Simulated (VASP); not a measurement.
# F (Fm-3m) in VASP: notebook, part 2 of 2

VASP 6.6.1. Earlier steps stand in the parts before.

## 3. Relaxation of cell and atoms, LDA, target pressure 43 GPa, at which the enthalpy is minimised

This run uses another cell than the first one, of 6.66 Å³/atom, 0.793 times its volume.

File INCAR:

```
SYSTEM = F
  ALGO = Normal
  EDIFF = 1E-7
  EDIFFG = -0.005
  ENCUT = 600
  GGA_COMPAT = .False.
  IBRION = 2
  ISIF = 3
  ISMEAR = -1
  LASPH = .True.
  LCHARG = .False.
  LREAL = .False.
  LWAVE = .False.
  NELM = 120
  NELMIN = 4
  NSW = 60
  PREC = Accurate
  PSTRESS = 430.0
  SIGMA = 0.05
```

File KPOINTS:

```
k-points
0
Gamma
  19 19 19
  0 0 0
```

File POSCAR:

```
F
1.0
    0.0000000000      1.4933218148      1.4933218148
    1.4933218148      0.0000000000      1.4933218148
    1.4933218148      1.4933218148      0.0000000000
F
1
Direct
    0.0000000000      0.0000000000      0.0000000000
```

Potentials or basis: VASP PAW LDA potentials, release 64 (F).

Command:

```bash
cat potpaw_LDA.64/F/POTCAR > POTCAR
mpirun -np 1 vasp_std > vasp.out
```

Run time: 30 s. Hardware: 1 thread of Intel Xeon 8259CL, shared host; peak memory 0.11 GiB.

It converged, with:

- Free energy: -1.1069 eV
- Relaxed volume: 6.64 Å³/atom
- Relaxed cell: a = 2.110 Å, b = 2.110 Å, c = 2.110 Å, α = 60.00°, β = 60.00°, γ = 60.00°
- Space group after relaxing (to 0.05 Å): Fm-3m (No. 225)
- Energy change on relaxing (the enthalpy is what falls): +5.4 meV/atom
- Ionic steps: 3
- Pressure after relaxing: 43.0 GPa

The path:
```csv
step,energy change (eV),largest force (eV/Å),pressure (GPa),volume (Å³)
1,0.0000,0.0000,42.14,6.66
2,0.0093,0.0000,43.64,6.63
3,0.0054,0.0000,43.00,6.64
```

Final structure:
```
F
1.0
     0.00000    1.49181    1.49181
     1.49181    0.00000    1.49181
     1.49181    1.49181    0.00000
F
1
Cartesian
  0.0000 0.0000 0.0000
```

Levels at points of the mesh, in eV from the Fermi level:
```tsv
k point	band 2	band 3	band 4	band 5	band 6	band 7
(0.00, 0.00, 0.00)	1.04	1.04	1.04	18.53	40.24	40.24
```

Caveat: the cell is relaxed towards a set pressure, so the enthalpy falls and the energy may rise; an odd number of electrons without spin polarisation forces a metal; a magnetic or distorted state may lie lower.

## 4. Relaxation of cell and atoms, LDA, target pressure 43 GPa, at which the enthalpy is minimised

This run uses another cell than the first one, of 6.65 Å³/atom, 0.792 times its volume.

File INCAR:

```
PREC = Accurate ; ENCUT = 600
EDIFF = 1E-7 ; ISMEAR = -1
SIGMA = 0.05 ; LREAL = F
LASPH = T ; NELM = 120
ALGO = Normal ; ISIF = 3
LWAVE = F ; LCHARG = F
IBRION = 2 ; NSW = 32
EDIFFG = -0.005 ; PSTRESS = 430.0
GGA_COMPAT = F ; NELMIN = 4
```

File KPOINTS:

```
Automatic mesh
0
Gamma
  19 19 19
```

File POSCAR:

```
F
1.0
    0.0000000000      1.4928999065      1.4928999065
    1.4928999065      0.0000000000      1.4928999065
    1.4928999065      1.4928999065      0.0000000000
F
1
Direct
    0.0000000000      0.0000000000      0.0000000000
```

Potentials or basis: VASP PAW LDA potentials, release 64 (F).

Command:

```bash
cat potpaw_LDA.64/F/POTCAR > POTCAR
mpirun -np 1 vasp_std > vasp.out
```

OUTCAR:

```text
PREC = Accurate
   ENCUT = 600
   EDIFF = 1E-7
   ISMEAR = -1
   LREAL = F
   LASPH = T
   NELM = 120
   ISIF = 3
   IBRION = 2
   NSW = 32
   EDIFFG = -0.005
   PSTRESS = 430.0
   NELMIN = 4

 ion  position               nearest neighbor table
   1  0.000  0.000  0.000-

  LATTYP: Found a face centered cubic cell.
 ALAT       =     2.9857998130

  Lattice vectors:

 A1 = (   0.0000000000,   1.4928999065,   1.4928999065)
 A2 = (   1.4928999065,   0.0000000000,   1.4928999065)
 A3 = (   1.4928999065,   1.4928999065,   0.0000000000)

Analysis of symmetry for initial positions (statically):
=====================================================================
[... 248 lines left out ...]
  ---------------------------------------------------
  ext. energy  EPLUGINS =         0.00000000
  ---------------------------------------------------
  free energy    TOTEN  =        -1.10687941 eV

  energy without entropy =       -1.09542103  energy(sigma->0) =       -1.10115022

 E-fermi :   0.9383     XC(G=0): -13.5707

 val. band max:        0.9332379492   @ k =  -0.4211   0.1579   0.0526
 cond. band min:       0.9428253976   @ k =  -0.4211   0.1579   0.0000
 fundamental gap:      0.0095874484
 Fermi energy:         0.9382994366

 k-point     1 :       0.0000    0.0000    0.0000
  band No.  band energies     occupation
      1     -24.0550      2.00000
      2       1.9824      0.00000
      3       1.9824      0.00000
      4       1.9824      0.00000
      5      19.4653      0.00000
      6      41.1773      0.00000
      7      41.1773      0.00000
[... 221 lines left out ...]
 k-point    24 :      -0.2632    0.0526    0.0000
  band No.  band energies     occupation
      1     -21.9216      2.00000
      2      -2.9660      2.00000
      3       1.2285      0.00601
      4       1.6016      0.00000
      5      23.0165      0.00000
      6      30.8550      0.00000
      7      38.9958      0.00000

 [... further k-points ...]
[... 5 lines left out ...]
  --------------------------------------------------------------------------------------
  -------------------------------------------------------------------------------------
  Total        1.7822869      1.7822869      1.7822869     -0.0000000     -0.0000000      0.0000000
  in kB      430.0446407    430.0446407    430.0446407     -0.0000000     -0.0000000      0.0000000
  external PRESSURE =       0.0446407 kB  Pullay stress =     430.0000000 kB
[... 20 lines left out ...]
  energy  without entropy=       -1.0954210275  energy(sigma->0) =       -1.10115022

  enthalpy is  TOTEN    =         0.6752224412 eV   P V=        1.7821018465

 reached required accuracy - stopping structural energy minimisation
```

OSZICAR:

```text
N       E                     dE             d eps       ncg     rms          rms(c)
DAV:   1     0.100477380692E+02    0.10048E+02   -0.45500E+03  3416   0.103E+03
DAV:   2    -0.109055381439E+01   -0.11138E+02   -0.10821E+02  3556   0.129E+02
[... 14 lines left out ...]
   2 F= 0.67523676E+00 E0= 0.68095253E+00  d E =-.140654E-04
       N       E                     dE             d eps       ncg     rms          rms(c)
DAV:   1    -0.110700220230E+01   -0.28491E-02   -0.32137E-03  3080   0.714E-01    0.874E-02
DAV:   2    -0.110689086712E+01    0.11134E-03   -0.29717E-04  3094   0.190E-01    0.275E-02
DAV:   3    -0.110688001603E+01    0.10851E-04   -0.42290E-05  3080   0.713E-02    0.412E-03
DAV:   4    -0.110687939980E+01    0.61623E-06   -0.64915E-07  3122   0.114E-02    0.290E-04
DAV:   5    -0.110687940531E+01   -0.55123E-08   -0.37138E-09  1568   0.842E-04
   3 F= 0.67522244E+00 E0= 0.68095163E+00  d E =-.283842E-04
```

CONTCAR:

```text
F
   1.00000000000000
     0.0000000000000000    1.4918147051757271    1.4918147051757271
     1.4918147051757271   -0.0000000000000000    1.4918147051757271
     1.4918147051757271    1.4918147051757271   -0.0000000000000000
  F
     1
Direct
     0.0000000000000000    0.0000000000000000    0.0000000000000000

  0.00000000E+00  0.00000000E+00  0.00000000E+00
```

It took 30 s on 1 thread of Intel Xeon 8259CL, shared host; peak memory 0.12 GiB.

What came out:

```yaml
Free_energy: -1.1069 eV
Relaxed_volume: 6.64 Å³/atom
Relaxed_cell: a = 2.110 Å, b = 2.110 Å, c = 2.110 Å, α = 60.00°, β = 60.00°, γ = 60.00°
Space_group_after_relaxing_to_0.05_Å: Fm-3m (No. 225)
Energy_change_on_relaxing_the_enthalpy_is_what_falls: +3.9 meV/atom
Ionic_steps: 3
Pressure_after_relaxing: 43.0 GPa
```

Step by step:
| step | energy change (eV) | largest force (eV/Å) | pressure (GPa) | volume (Å³) |
| --- | --- | --- | --- | --- |
| 1 | 0.0000 | 0.0000 | 42.38 | 6.65 |
| 2 | 0.0066 | 0.0000 | 43.45 | 6.63 |
| 3 | 0.0039 | 0.0000 | 43.00 | 6.64 |

Final structure:
```
F
1.0
     0.00000    1.49181    1.49181
     1.49181    0.00000    1.49181
     1.49181    1.49181    0.00000
F
1
Cartesian
  0.0000 0.0000 0.0000
```

Caveat: the cell is relaxed towards a set pressure, so the enthalpy falls and the energy may rise; an odd number of electrons without spin polarisation forces a metal; a magnetic or distorted state may lie lower.

## 5. The runs side by side

| task | cell | k mesh | gap on the mesh (eV) | pressure (GPa) |
| --- | --- | --- | --- | --- |
| single point | a = 2.282 Å, angles 60.0°, 1 atom | 18 × 18 × 18 | none | -0.6 |
| relaxation of cell and atoms | relaxed to 43 GPa from a = 2.112 Å, angles 60.0°, 1 atom | 19 × 19 × 19 | none | 43.0 |
| relaxation of cell and atoms | relaxed to 43 GPa from a = 2.111 Å, angles 60.0°, 1 atom | 19 × 19 × 19 | none | 43.0 |

Alike in all rows: level LDA; potentials or basis VASP PAW LDA potentials, release 64 (F); no spin polarisation; cutoff (eV) 600; smearing fermi-dirac 0.05 eV.

Caveats: an odd number of electrons without spin polarisation forces a metal; a magnetic or distorted state may lie lower; the cell is relaxed towards a set pressure, so the enthalpy falls and the energy may rise (some runs).

Total energies depend on the potentials used, so only differences within one code and one set of settings carry meaning.
